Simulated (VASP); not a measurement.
# CdS (R-3m) in VASP: single point with PBEsol

Aim: the single point of CdS with PBEsol.

Program: VASP 6.6.1. These are calculated values, not measurements. Logs are shortened: lines on timing, memory, paths and dates and some standing lists are left out, and cuts for length are marked.

## 1. The cell of the first run

Symmetry: R-3m, No. 166, trigonal system. Conventional cell: a = 4.058 Å, b = 4.058 Å, c = 8.796 Å, α = 90.00°, β = 90.00°, γ = 120.00°. Within 3.6 Å of Cd (site symmetry -3m) lie 6 S at 2.76 Å. S (site symmetry -3m) has 6 Cd at 2.76 Å within 3.6 Å.

## 2. Single point, PBEsol (strained)

INCAR

```
SYSTEM = CdS
PREC = Accurate ; ENCUT = 520
EDIFF = 1E-7 ; ISMEAR = 0
SIGMA = 0.05 ; LREAL = .FALSE.
LASPH = .TRUE. ; NELM = 100
ALGO = Normal ; ISIF = 2
LWAVE = .FALSE. ; LCHARG = .FALSE.
GGA = PS ; NBANDS = 16
```

KPOINTS

```
Automatic mesh
0
G
  12 12 12
  0 0 0
```

POSCAR

```
CdS
1.0
    0.2202595200      2.6492815066      2.6492815066
    2.8695410266      0.0000000000      2.8695410266
    2.8695410266      2.8695410266      0.0000000000
Cd S
1 1
Direct
    0.0000000000      0.0000000000      0.0000000000
    0.5000000000      0.5000000000      0.5000000000
```

Potentials or basis: VASP PAW PBE potentials, release 64 (Cd, S).

Started as:

```
$ cat potpaw_PBE.64/Cd/POTCAR potpaw_PBE.64/S/POTCAR > POTCAR
$ mpirun -np 1 vasp_std > vasp.out
```

OUTCAR:

```text
SYSTEM = CdS
   PREC = Accurate
   ENCUT = 520
   EDIFF = 1E-7
   ISMEAR = 0
   LREAL = .FALSE.
   LASPH = .TRUE.
   NELM = 100
   ISIF = 2
   GGA = PS

 ion  position               nearest neighbor table
   1  0.000  0.000  0.000-   2 2.76   2 2.76   2 2.76   2 2.76   2 2.76   2 2.76
   2  0.500  0.500  0.500-   1 2.76   1 2.76   1 2.76   1 2.76   1 2.76   1 2.76

  LATTYP: Found a trigonal (rhomboedric) cell.
 ALAT       =     3.7531186044
 COS(alpha) =     0.4154249188

  Lattice vectors:

 A1 = (  -2.6492815066,   2.6492815066,  -0.2202595200)
 A2 = (  -2.6492815066,  -0.2202595200,   2.6492815066)
 A3 = (   0.2202595200,   2.6492815066,   2.6492815066)

Analysis of symmetry for initial positions (statically):
=====================================================================
 Subroutine PRICEL returns:
 Original cell was already a primitive cell.

 Routine SETGRP: Setting up the symmetry group for a
 trigonal (rhombohedral) supercell.

 Subroutine GETGRP returns: Found 12 space group operations
 (whereof 12 operations were pure point group operations)
 out of a pool of 12 trial point group operations.

The static configuration has the point symmetry D_3d.

Analysis of symmetry for dynamics (positions and initial velocities):
=====================================================================
 Subroutine PRICEL returns:
 Original cell was already a primitive cell.

 Routine SETGRP: Setting up the symmetry group for a
 trigonal (rhombohedral) supercell.

 Subroutine GETGRP returns: Found 12 space group operations
 (whereof 12 operations were pure point group operations)
 out of a pool of 12 trial point group operations.

The dynamic configuration has the point symmetry D_3d.

 Subroutine INISYM returns: Found 12 space group operations
 (whereof 12 operations are pure point group operations),
 and found     1 'primitive' translations

----------------------------------------------------------------------------------------

                                     Primitive cell

  volume of cell :      41.8161

  direct lattice vectors                    reciprocal lattice vectors
     0.220259520  2.649281507  2.649281507    -0.196916155  0.196916155  0.196916155
     2.869541027  0.000000000  2.869541027     0.181801314 -0.181801314  0.166686472
     2.869541027  2.869541027  0.000000000     0.181801314  0.166686472 -0.181801314

  length of vectors
     3.753118604  4.058143838  4.058143838     0.341068786  0.306411187  0.306411187

[... 79 lines left out ...]
   NELM   =    100;   NELMIN=  2; NELMDL= -5     # of ELM steps
   EDIFF  = 0.1E-06   stopping-criterion for ELM
   LREAL  =      F    real-space projection
   EDIFFG = 0.1E-05   stopping-criterion for IOM
   NSW    =      0    number of steps for IOM
   IBRION =     -1    ionic relax: 0-MD 1-quasi-New 2-CG
   NFREE  =      0    steps in history (QN), initial steepest desc. (CG)
   ISIF   =      2    stress and relaxation
   ISYM   =      2    0-nonsym 1-usesym 2-fastsym
   POTIM  = 0.5000    time-step for ionic-motion
   TEBEG  =    0.0;   TEEND  =   0.0 temperature during run
   PSTRESS=    0.0 pullay stress
   NELECT =      18.0000    total number of electrons
   NUPDOWN=      -1.0000    fix difference up-down
   EMIN   =  10.00;   EMAX   =-10.00  energy-range for DOS
   EFERMI =   0.00;   METHOD = LEGACY
   ISMEAR =     0;   SIGMA  =   0.05  broadening in eV -4-tet -1-fermi 0-gaus
   EFERMI_NEDOS =   21; number of points for ismear=-14 and -15
   IALGO  =     38    algorithm
   IMIX   =      4    mixing-type and parameters
     AMIX     =   0.40;   BMIX     =  1.00
     AMIX_MAG =   1.60;   BMIX_MAG =  1.00
  volume/ion in A,a.u.               =      20.91       141.09
  Fermi-wavevector in a.u.,A,eV,Ry     =   1.236093  2.335877 20.788695  1.527926
  Thomas-Fermi vector in A             =   2.370716
   LORBIT       =      0    0 simple, 1 ext, 2 COOP (PROOUT), +10 PAW based schemes
   GGA     = PS    functional components
   LHFCALC =     F    Hartree Fock is set to
   AEXX    =    0.0000 exact exchange contribution
   IVDW    =     0    specifies the selected vdW correction
   LEPSILON=     F    determine dielectric tensor
   LRPA    =     F    only Hartree local field effects (RPA)
 non-spin polarized calculation
 Gauss-broadening in eV      SIGMA  =   0.05
  energy-cutoff  :      520.00
  volume of cell :       41.82
 maximum number of plane-waves:      1150
   NGX = 13   NGY = 15   NGZ = 15

 number of electron      18.0000000 magnetization

 Free energy of the ion-electron system (eV)
  ---------------------------------------------------
  ext. energy  EPLUGINS =         0.00000000
  ---------------------------------------------------
  free energy    TOTEN  =        -6.53872920 eV

  energy without entropy =       -6.53852232  energy(sigma->0) =       -6.53862576

 E-fermi :   2.8110     XC(G=0): -10.5083

 val. band max:        2.7974875853   @ k =  -0.0000   0.5000   0.0000
 cond. band min:       3.0735140582   @ k =   0.4167   0.4167   0.0000
 fundamental gap:      0.2760264729
 Fermi energy:         2.8110066598

 k-point     1 :       0.0000    0.0000    0.0000
  band No.  band energies     occupation
      1     -10.0512      2.00000
      2      -5.0420      2.00000
      3      -5.0420      2.00000
      4      -4.9290      2.00000
      5      -4.9290      2.00000
      6      -4.9198      2.00000
[... 433 lines left out ...]
      3      -5.0490      2.00000
      4      -5.0344      2.00000
      5      -4.8501      2.00000
      6      -4.8053      2.00000
[... 8 lines left out ...]
     15      14.8051      0.00000
     16      15.1366      0.00000

 [... further k-points ...]

------------------------ aborting loop because EDIFF is reached ----------------------------------------

  FORCE on cell =-STRESS in cart. coord.  units (eV):
  Direction    XX          YY          ZZ          XY          YZ          ZX
  --------------------------------------------------------------------------------------
  -------------------------------------------------------------------------------------
  Total       -1.1061129     -1.1061129     -1.1061129     -0.6166633      0.6166633     -0.6166633
  in kB      -42.3805434    -42.3805434    -42.3805434    -23.6273560     23.6273560    -23.6273560
  external PRESSURE =     -42.3805434 kB  Pullay stress =       0.0000000 kB

 VOLUME and BASIS-vectors are now :
 -----------------------------------------------------------------------------
  energy-cutoff  :      520.00
  volume of cell :       41.82
      direct lattice vectors                 reciprocal lattice vectors
     0.220259520  2.649281507  2.649281507    -0.196916155  0.196916155  0.196916155
     2.869541027  0.000000000  2.869541027     0.181801314 -0.181801314  0.166686472
     2.869541027  2.869541027  0.000000000     0.181801314  0.166686472 -0.181801314

 POSITION                                       TOTAL-FORCE (eV/Angst)
 -----------------------------------------------------------------------------------
      0.00000      0.00000      0.00000         0.000000     -0.000000      0.000000
      2.97967      2.75941      2.75941        -0.000000      0.000000      0.000000
 -----------------------------------------------------------------------------------
    total drift:                                0.000000      0.000000      0.000000

  FREE ENERGIE OF THE ION-ELECTRON SYSTEM (eV)
  ---------------------------------------------------
  free  energy   TOTEN  =        -6.5387291954 eV

  energy  without entropy=       -6.5385223163  energy(sigma->0) =       -6.53862576
```

stdout:

```text
POSCAR found type information on POSCAR CdS
 POSCAR found :  2 types and       2 ions
 scaLAPACK will be used
 -----------------------------------------------------------------------------
|                                                                             |
|                                                                             |
|     You enforced a specific xc type in the INCAR file but a different       |
|     I HOPE YOU KNOW WHAT YOU ARE DOING!                                     |
|                                                                             |
 -----------------------------------------------------------------------------

 LDA part: xc-table for (Slater+PW92), standard interpolation
 POSCAR, INCAR and KPOINTS ok, starting setup
 FFT: planning ... GRIDC
 FFT: planning ... GRID_SOFT
 FFT: planning ... GRID
 WAVECAR not read
 entering main loop
```

It took 3.6 min on 1 thread of Intel Xeon 8259CL, shared host; peak memory 0.26 GiB.

What came out:

```
Free energy            : -6.5387 eV
Pressure               : -4.2 GPa
Band gap on the k mesh : zero (bands 9 and 10 overlap by 0.09 eV)
```

Stress tensor (GPa, compression positive):
```
-4.24 -2.36 -2.36
-2.36 -4.24  2.36
-2.36  2.36 -4.24
```

Caveat: the cell differs from its parent crystal (strained); the cell stands under tension; semilocal functionals underestimate gaps, and a narrow one can read as zero; the PAW data sets were made with another functional, which shifts forces and pressure a little.

The gap in the log of VASP goes by the Fermi energy; the results here count the filled bands.